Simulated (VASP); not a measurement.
# Co (Im-3m) in VASP: further runs

Co is run at these levels: PBE; tasks: single point.

Everything below comes from runs of VASP 6.6.1. Logs are shortened: lines on timing, memory, paths and dates and some standing lists are left out, and cuts for length are marked.

### Step 1. The cell of the first run

Symmetry: Im-3m, No. 229, cubic system. The conventional cell has a = 2.809 Å, b = 2.809 Å, c = 2.809 Å, α = 90.00°, β = 90.00°, γ = 90.00°. Co (site symmetry m-3m) has 14 Co at 2.43 to 2.81 Å within 3.2 Å.

This isn't the form of Co at room conditions, which is hcp.

### Step 2. Single point, PBE

Input file INCAR:

```
SYSTEM = Co
  ALGO = Normal
  EDIFF = 1E-6
  ENCUT = 520
  GGA = PE
  ISIF = 2
  ISMEAR = 0
  LASPH = .TRUE.
  LCHARG = .TRUE.
  LELF = .TRUE.
  LREAL = .FALSE.
  LVHAR = .TRUE.
  LWAVE = .FALSE.
  NBANDS = 10
  NELM = 100
  PREC = Accurate
  SIGMA = 0.05
```

Input file KPOINTS:

```
k-points
0
G
  20 20 20
  0 0 0
```

Input file POSCAR:

```
Co
1.0
   -1.4047453212      1.4047453212      1.4047453212
    1.4047453212     -1.4047453212      1.4047453212
    1.4047453212      1.4047453212     -1.4047453212
Co
1
Direct
    0.0000000000      0.0000000000      0.0000000000
```

Potentials or basis: VASP PAW PBE potentials, release 64 (Co).

Command:

```bash
cat potpaw_PBE.64/Co/POTCAR > POTCAR
mpirun -np 1 vasp_std > vasp.out
```

OUTCAR:

```text
SYSTEM = Co
   EDIFF = 1E-6
   ENCUT = 520
   GGA = PE
   ISIF = 2
   ISMEAR = 0
   LASPH = .TRUE.
   LREAL = .FALSE.
   NELM = 100
   PREC = Accurate

 ion  position               nearest neighbor table
   1  0.000  0.000  0.000-

  LATTYP: Found a body centered cubic cell.
 ALAT       =     2.8094906424

  Lattice vectors:

 A1 = (  -1.4047453212,   1.4047453212,   1.4047453212)
 A2 = (   1.4047453212,  -1.4047453212,   1.4047453212)
 A3 = (   1.4047453212,   1.4047453212,  -1.4047453212)

Analysis of symmetry for initial positions (statically):
=====================================================================
 Subroutine PRICEL returns:
 Original cell was already a primitive cell.

 Routine SETGRP: Setting up the symmetry group for a
 body centered cubic supercell.

 Subroutine GETGRP returns: Found 48 space group operations
 (whereof 48 operations were pure point group operations)
 out of a pool of 48 trial point group operations.

The static configuration has the point symmetry O_h .

Analysis of symmetry for dynamics (positions and initial velocities):
=====================================================================
 Subroutine PRICEL returns:
 Original cell was already a primitive cell.

 Routine SETGRP: Setting up the symmetry group for a
 body centered cubic supercell.

 Subroutine GETGRP returns: Found 48 space group operations
 (whereof 48 operations were pure point group operations)
 out of a pool of 48 trial point group operations.

The dynamic configuration has the point symmetry O_h .

 Subroutine INISYM returns: Found 48 space group operations
 (whereof 48 operations are pure point group operations),
 and found     1 'primitive' translations

----------------------------------------------------------------------------------------

                                     Primitive cell

  volume of cell :      11.0880

  direct lattice vectors                    reciprocal lattice vectors
    -1.404745321  1.404745321  1.404745321     0.000000000  0.355936405  0.355936405
     1.404745321 -1.404745321  1.404745321     0.355936405  0.000000000  0.355936405
     1.404745321  1.404745321 -1.404745321     0.355936405  0.355936405  0.000000000

  length of vectors
     2.433090268  2.433090268  2.433090268     0.503370092  0.503370092  0.503370092

  position of ions in fractional coordinates (direct lattice)
     0.000000000  0.000000000  0.000000000

  ion indices of the primitive-cell ions
   primitive index   ion index
                 1           1

----------------------------------------------------------------------------------------

 KPOINTS: k-points

Automatic generation of k-mesh.
 Grid dimensions read from file:
 generate k-points for:   20   20   20

 Generating k-lattice:

  Cartesian coordinates                     Fractional coordinates (reciprocal lattice)
     0.000000000  0.017796820  0.017796820     0.050000000  0.000000000  0.000000000
     0.017796820  0.000000000  0.017796820     0.000000000  0.050000000  0.000000000
     0.017796820  0.017796820  0.000000000     0.000000000  0.000000000  0.050000000

  Length of vectors
     0.025168505  0.025168505  0.025168505

  Shift w.r.t. Gamma in fractional coordinates (k-lattice)
     0.000000000  0.000000000  0.000000000

 Subroutine IBZKPT returns following result:
 ===========================================

 Found    256 irreducible k-points:

 Following reciprocal coordinates:
            Coordinates               Weight
  0.000000  0.000000  0.000000      1.000000
  0.050000  0.000000  0.000000     12.000000
  0.100000  0.000000  0.000000     12.000000
  0.150000  0.000000  0.000000     12.000000
  0.200000  0.000000  0.000000     12.000000
  0.250000  0.000000  0.000000     12.000000
[... 16 lines left out ...]
  0.200000  0.100000  0.000000     48.000000
  0.250000  0.100000  0.000000     48.000000
 [... further k-points ...]
   k-points           NKPTS =    256   k-points in BZ     NKDIM =    256   number of bands    NBANDS=     10
   number of dos      NEDOS =    301   number of ions     NIONS =      1
   total plane-waves  NPLWV =   5832
   dimension x,y,z NGX =    18 NGY =   18 NGZ =   18
   dimension x,y,z NGXF=    36 NGYF=   36 NGZF=   36
   ions per type =               1
   NGX,Y,Z   is equivalent  to a cutoff of  12.30, 12.30, 12.30 a.u.
   NGXF,Y,Z  is equivalent  to a cutoff of  24.60, 24.60, 24.60 a.u.
 SYSTEM =  Co
   PREC   = accura    normal or accurate (medium, high low for compatibility)
   ISTART =      0    job   : 0-new  1-cont  2-samecut
   ICHARG =      2    charge: 1-file 2-atom 10-const
   ISPIN  =      1    spin polarized calculation?
   LNONCOLLINEAR =      F non collinear calculations
   LSORBIT =      F    spin-orbit coupling
   LASPH  =      T    aspherical Exc in radial PAW
   ENCUT  =  520.0 eV  38.22 Ry    6.18 a.u.   4.52  4.52  4.52*2*pi/ulx,y,z
   NELM   =    100;   NELMIN=  2; NELMDL= -5     # of ELM steps
   EDIFF  = 0.1E-05   stopping-criterion for ELM
   LREAL  =      F    real-space projection
   EDIFFG = 0.1E-04   stopping-criterion for IOM
   NSW    =      0    number of steps for IOM
   IBRION =     -1    ionic relax: 0-MD 1-quasi-New 2-CG
   NFREE  =      0    steps in history (QN), initial steepest desc. (CG)
   ISIF   =      2    stress and relaxation
   ISYM   =      2    0-nonsym 1-usesym 2-fastsym
   POTIM  = 0.5000    time-step for ionic-motion
   TEBEG  =    0.0;   TEEND  =   0.0 temperature during run
   PSTRESS=    0.0 pullay stress
   NELECT =       9.0000    total number of electrons
   NUPDOWN=      -1.0000    fix difference up-down
   EMIN   =  10.00;   EMAX   =-10.00  energy-range for DOS
   EFERMI =   0.00;   METHOD = LEGACY
   ISMEAR =     0;   SIGMA  =   0.05  broadening in eV -4-tet -1-fermi 0-gaus
   EFERMI_NEDOS =   21; number of points for ismear=-14 and -15
   IALGO  =     38    algorithm
   IMIX   =      4    mixing-type and parameters
     AMIX     =   0.40;   BMIX     =  1.00
     AMIX_MAG =   1.60;   BMIX_MAG =  1.00
  volume/ion in A,a.u.               =      11.09        74.83
  Fermi-wavevector in a.u.,A,eV,Ry     =   1.527114  2.885827 31.729829  2.332077
  Thomas-Fermi vector in A             =   2.635054
   LORBIT       =      0    0 simple, 1 ext, 2 COOP (PROOUT), +10 PAW based schemes
   GGA     = PE    functional components
   LHFCALC =     F    Hartree Fock is set to
   AEXX    =    0.0000 exact exchange contribution
   IVDW    =     0    specifies the selected vdW correction
   LEPSILON=     F    determine dielectric tensor
   LRPA    =     F    only Hartree local field effects (RPA)
 non-spin polarized calculation
 Gauss-broadening in eV      SIGMA  =   0.05
  energy-cutoff  :      520.00
  volume of cell :       11.09
 maximum number of plane-waves:       321
   NGX =  9   NGY =  9   NGZ =  9

 number of electron       8.9999995 magnetization

 Free energy of the ion-electron system (eV)
  ---------------------------------------------------
  ext. energy  EPLUGINS =         0.00000000
  ---------------------------------------------------
  free energy    TOTEN  =        -6.57885526 eV

  energy without entropy =       -6.57251497  energy(sigma->0) =       -6.57568512

 E-fermi :   9.7352     XC(G=0): -13.2861

 val. band max:        9.7277705219   @ k =   0.3500   0.2500   0.0500
 cond. band min:       9.7362536351   @ k =   0.3000   0.2500   0.0500
 fundamental gap:      0.0084831132
 Fermi energy:         9.7351542725

 k-point     1 :       0.0000    0.0000    0.0000
  band No.  band energies     occupation
      1       1.1659      2.00000
      2       8.0595      2.00000
      3       8.0595      2.00000
      4       8.0595      2.00000
      5       9.5068      2.00000
      6       9.5068      2.00000
      7      35.3458      0.00000
      8      35.3458      0.00000
      9      35.3458      0.00000
     10      40.6283      0.00000

 k-point     2 :       0.0500    0.0000    0.0000
  band No.  band energies     occupation
      1       1.2698      2.00000
      2       8.0321      2.00000
      3       8.0570      2.00000
      4       8.1119      2.00000
      5       9.4783      2.00000
      6       9.5088      2.00000
      7      34.6155      0.00000
      8      35.1956      0.00000
      9      35.2593      0.00000
     10      39.9654      0.00000

 k-point     3 :       0.1000    0.0000    0.0000
  band No.  band energies     occupation
      1       1.5775      2.00000
      2       7.9534      2.00000
      3       8.0438      2.00000
      4       8.2661      2.00000
      5       9.4064      2.00000
      6       9.5156      2.00000
      7      32.8493      0.00000
      8      34.6517      0.00000
      9      35.0363      0.00000
     10      38.9859      0.00000

 k-point     4 :       0.1500    0.0000    0.0000
  band No.  band energies     occupation
      1       2.0755      2.00000
      2       7.8323      2.00000
      3       8.0070      2.00000
      4       8.5125      2.00000
      5       9.3263      2.00000
      6       9.5280      2.00000
      7      30.5995      0.00000
      8      33.6994      0.00000
      9      34.7502      0.00000
     10      37.2207      0.00000
[... 222 lines left out ...]
 k-point    22 :       0.1500    0.1000    0.0000
  band No.  band energies     occupation
      1       3.0149      2.00000
      2       7.6887      2.00000
      3       7.7953      2.00000
      4       9.0373      2.00000
      5       9.2070      2.00000
      6       9.6040      1.99979
      7      28.2551      0.00000
      8      30.0827      0.00000
      9      34.0035      0.00000
     10      35.6615      0.00000

 k-point    23 :       0.2000    0.1000    0.0000
  band No.  band energies     occupation
      1       3.7714      2.00000
      2       7.5278      2.00000
      3       7.7204      2.00000
      4       9.2022      2.00000
      5       9.4383      2.00000
      6       9.6560      1.97474
      7      25.8900      0.00000
      8      29.0390      0.00000
      9      32.7046      0.00000
     10      35.5109      0.00000

 k-point    24 :       0.2500    0.1000    0.0000
  band No.  band energies     occupation
      1       4.5366      2.00000
      2       7.3696      2.00000
      3       7.7336      2.00000
      4       9.2504      2.00000
      5       9.6616      1.96242
      6       9.9329      0.00000
      7      23.5273      0.00000
      8      28.1669      0.00000
      9      31.5766      0.00000
     10      35.3270      0.00000

 [... further k-points ...]

------------------------ aborting loop because EDIFF is reached ----------------------------------------

  FORCE on cell =-STRESS in cart. coord.  units (eV):
  Direction    XX          YY          ZZ          XY          YZ          ZX
  --------------------------------------------------------------------------------------
  -------------------------------------------------------------------------------------
  Total       -0.7960305     -0.7960305     -0.7960305      0.0000000      0.0000000      0.0000000
  in kB     -115.0237430   -115.0237430   -115.0237430      0.0000000      0.0000000      0.0000000
  external PRESSURE =    -115.0237430 kB  Pullay stress =       0.0000000 kB

 VOLUME and BASIS-vectors are now :
 -----------------------------------------------------------------------------
  energy-cutoff  :      520.00
  volume of cell :       11.09
      direct lattice vectors                 reciprocal lattice vectors
    -1.404745321  1.404745321  1.404745321     0.000000000  0.355936405  0.355936405
     1.404745321 -1.404745321  1.404745321     0.355936405  0.000000000  0.355936405
     1.404745321  1.404745321 -1.404745321     0.355936405  0.355936405  0.000000000

 POSITION                                       TOTAL-FORCE (eV/Angst)
 -----------------------------------------------------------------------------------
      0.00000      0.00000      0.00000        -0.000000      0.000000     -0.000000
 -----------------------------------------------------------------------------------
    total drift:                                0.000000      0.000000     -0.000000

  FREE ENERGIE OF THE ION-ELECTRON SYSTEM (eV)
  ---------------------------------------------------
  free  energy   TOTEN  =        -6.5788552636 eV

  energy  without entropy=       -6.5725149706  energy(sigma->0) =       -6.57568512
```

Run time: 9.2 s. Hardware: 1 thread of Intel Xeon 6975P-C (Granite Rapids), shared host; peak memory 0.14 GiB.

Results:

```
Free energy            : -6.5789 eV
Pressure               : -11.5 GPa
Band gap on the k mesh : zero (an odd number of electrons rules out a gap without spin polarisation)
```

Caveat: the cell stands under tension; the run has no spin polarisation, though such a crystal can be magnetic.

### Step 3. Single point, PBE, collinear spin, ferromagnetic start

Input file INCAR:

```
SYSTEM = Co
ALGO = Fast
EDIFF = 1E-6
ENCUT = 520
GGA = PE
ISIF = 2
ISMEAR = 0
ISPIN = 2
LASPH = .TRUE.
LCHARG = .FALSE.
LMAXMIX = 4
LORBIT = 11
LREAL = .FALSE.
LWAVE = .FALSE.
MAGMOM = 1.5
NBANDS = 14
NELM = 150
PREC = Accurate
SIGMA = 0.05
```

KPOINTS is that of step 2.

Input file POSCAR:

```
Co
1.0
   -1.4055224055      1.4055224055      1.4055224055
    1.4055224055     -1.4055224055      1.4055224055
    1.4055224055      1.4055224055     -1.4055224055
Co
1
Direct
    0.0000000000      0.0000000000      0.0000000000
```

Potentials or basis: VASP PAW PBE potentials, release 64 (Co).

Command:

```bash
cat potpaw_PBE.64/Co/POTCAR > POTCAR
mpirun -np 1 vasp_std > vasp.out
```

Run time: 34 s. Hardware: 1 thread of Intel Xeon 6975P-C (Granite Rapids), shared host; peak memory 0.17 GiB.

Results (log left out):

| Item | Value |
| --- | --- |
| Free energy | -6.9470 eV |
| Pressure | -1.3 GPa |
| Net moment | 1.72 μB per cell |
| Site moments | Co +1.75 μB |
| Valence electrons inside the program's atomic spheres | Co 8.22 |

Levels at points of the mesh, in eV from the Fermi level:
Spin up:
| k point | band 1 | band 2 | band 3 | band 4 | band 5 | band 6 | band 7 | band 8 | band 9 | band 10 |
| --- | --- | --- | --- | --- | --- | --- | --- | --- | --- | --- |
| (0.00, 0.00, 0.00) | -9.14 | -3.01 | -3.01 | -3.01 | -1.97 | -1.97 | 25.15 | 25.15 | 25.15 | 30.25 |
| (0.50, 0.00, 0.00) | -5.43 | -3.98 | -1.90 | -1.81 | -0.61 | -0.08 | 6.27 | 18.20 | 19.58 | 23.16 |
| (0.50, 0.50, 0.50) | -5.33 | -5.33 | -0.85 | -0.85 | -0.85 | 9.36 | 9.36 | 9.36 | 15.01 | 15.01 |
Spin down:
```
           k point  band 1  band 2  band 3  band 4  band 5  band 6  band 7  band 8
(0.00, 0.00, 0.00)   -9.10   -1.49   -1.49   -1.49    0.34    0.34   24.90   24.90
(0.50, 0.00, 0.00)   -4.39   -2.61   -0.10    0.20    0.55    1.15    7.28   18.20
(0.50, 0.50, 0.50)   -3.76   -3.76    0.89    0.89    0.89    9.46    9.46    9.46
```

### Step 4. Single point, PBE, collinear spin, ferromagnetic start (11.06 Å³/atom)

This run uses another cell than the first one, of 11.06 Å³/atom.

Input file INCAR:

```
ALGO = Normal
EDIFF = 1E-6
ENCUT = 520
GGA = PE
ISIF = 2
ISMEAR = 0
ISPIN = 2
LASPH = T
LCHARG = T
LELF = T
LMAXMIX = 4
LORBIT = 11
LREAL = F
LVHAR = T
LWAVE = F
MAGMOM = 1.99
NBANDS = 14
NELM = 150
PREC = Accurate
SIGMA = 0.05
```

Input file KPOINTS:

```
k-points
0
Gamma
  20 20 20
```

Input file POSCAR:

```
Co
1.0
   -1.4036458714      1.4036458714      1.4036458714
    1.4036458714     -1.4036458714      1.4036458714
    1.4036458714      1.4036458714     -1.4036458714
Co
1
Direct
    0.0000000000      0.0000000000      0.0000000000
```

Potentials or basis: VASP PAW PBE potentials, release 64 (Co).

Command:

```bash
cat potpaw_PBE.64/Co/POTCAR > POTCAR
mpirun -np 1 vasp_std > vasp.out
```

OUTCAR:

```text
EDIFF = 1E-6
   ENCUT = 520
   GGA = PE
   ISIF = 2
   ISMEAR = 0
   ISPIN = 2
   LASPH = T
   LORBIT = 11
   LREAL = F
   NELM = 150
   PREC = Accurate

 ion  position               nearest neighbor table
   1  0.000  0.000  0.000-

  LATTYP: Found a body centered cubic cell.
 ALAT       =     2.8072917428

  Lattice vectors:

 A1 = (  -1.4036458714,   1.4036458714,   1.4036458714)
 A2 = (   1.4036458714,  -1.4036458714,   1.4036458714)
 A3 = (   1.4036458714,   1.4036458714,  -1.4036458714)

Analysis of symmetry for initial positions (statically):
=====================================================================
 Subroutine PRICEL returns:
 Original cell was already a primitive cell.

 Routine SETGRP: Setting up the symmetry group for a
 body centered cubic supercell.

 Subroutine GETGRP returns: Found 48 space group operations
 (whereof 48 operations were pure point group operations)
 out of a pool of 48 trial point group operations.

The static configuration has the point symmetry O_h .

Analysis of symmetry for dynamics (positions and initial velocities):
[... 604 lines left out ...]
     11      40.7295      0.00000
     12      43.1127      0.00000
     13      43.2209      0.00000
     14      43.2209      0.00000
[... 379 lines left out ...]
      3       8.4047      1.00000
      4      10.3174      0.68963
      5      10.6841      0.00000
      6      10.9050      0.00000
      7      23.8436      0.00000
      8      28.3619      0.00000
      9      31.8292      0.00000
     10      35.4408      0.00000
     11      39.9536      0.00000
     12      41.3575      0.00000
     13      47.1935      0.00000
     14      49.3818      0.00000

 [... further k-points ...]

------------------------ aborting loop because EDIFF is reached ----------------------------------------

  FORCE on cell =-STRESS in cart. coord.  units (eV):
  Direction    XX          YY          ZZ          XY          YZ          ZX
  --------------------------------------------------------------------------------------
  -------------------------------------------------------------------------------------
  Total       -0.0221252     -0.0221252     -0.0221252     -0.0000000      0.0000000     -0.0000000
  in kB       -3.2045367     -3.2045367     -3.2045367     -0.0000000      0.0000000     -0.0000000
  external PRESSURE =      -3.2045367 kB  Pullay stress =       0.0000000 kB

 VOLUME and BASIS-vectors are now :
 -----------------------------------------------------------------------------
  energy-cutoff  :      520.00
  volume of cell :       11.06
      direct lattice vectors                 reciprocal lattice vectors
    -1.403645871  1.403645871  1.403645871     0.000000000  0.356215204  0.356215204
     1.403645871 -1.403645871  1.403645871     0.356215204  0.000000000  0.356215204
     1.403645871  1.403645871 -1.403645871     0.356215204  0.356215204  0.000000000

 POSITION                                       TOTAL-FORCE (eV/Angst)
 -----------------------------------------------------------------------------------
      0.00000      0.00000      0.00000         0.000000      0.000000     -0.000000
 -----------------------------------------------------------------------------------
    total drift:                                0.000000      0.000000      0.000000

  FREE ENERGIE OF THE ION-ELECTRON SYSTEM (eV)
  ---------------------------------------------------
  free  energy   TOTEN  =        -6.9472649310 eV

  energy  without entropy=       -6.9452297298  energy(sigma->0) =       -6.94624733

 total charge

# of ion       s       p       d       tot
------------------------------------------
    1        0.481   0.516   7.233   8.230

 magnetization (x)

# of ion       s       p       d       tot
------------------------------------------
    1       -0.005  -0.047   1.796   1.744
```

OSZICAR:

```text
N       E                     dE             d eps       ncg     rms          rms(c)
DAV:   1     0.282343652524E+02    0.28234E+02   -0.37974E+03 14846   0.762E+02
DAV:   2    -0.670799256230E+01   -0.34942E+02   -0.32479E+02 15638   0.147E+02
DAV:   3    -0.791057851318E+01   -0.12026E+01   -0.11941E+01 17896   0.286E+01
DAV:   4    -0.791857624436E+01   -0.79977E-02   -0.79951E-02 17622   0.219E+00
DAV:   5    -0.791869150841E+01   -0.11526E-03   -0.11526E-03 18968   0.244E-01    0.104E+01
DAV:   6    -0.712701653546E+01    0.79167E+00   -0.11286E+01 19880   0.386E+01    0.466E+00
DAV:   7    -0.696527006724E+01    0.16175E+00   -0.12644E+00 17198   0.118E+01    0.266E+00
DAV:   8    -0.695382197359E+01    0.11448E-01   -0.14393E-02 19494   0.933E-01    0.133E+00
DAV:   9    -0.694734762800E+01    0.64743E-02   -0.80680E-03 22944   0.696E-01    0.251E-01
DAV:  10    -0.694724022980E+01    0.10740E-03   -0.48534E-04 20726   0.183E-01    0.668E-02
DAV:  11    -0.694726402522E+01   -0.23795E-04   -0.20924E-05 17520   0.497E-02    0.466E-02
DAV:  12    -0.694726493102E+01   -0.90580E-06   -0.38300E-06 15168   0.180E-02
   1 F= -.69472649E+01 E0= -.69462473E+01  d E =-.203520E-02  mag=     1.7224
```

Wall time 32 s (1 thread of Intel Xeon 6975P-C (Granite Rapids), shared host); peak memory 0.17 GiB.

What came out:

- Free energy: -6.9473 eV
- Pressure: -0.3 GPa
- Net moment: 1.72 μB per cell
- Site moments: Co +1.74 μB
- Valence electrons inside the program's atomic spheres: Co 8.23

[end of part 1 of 2]
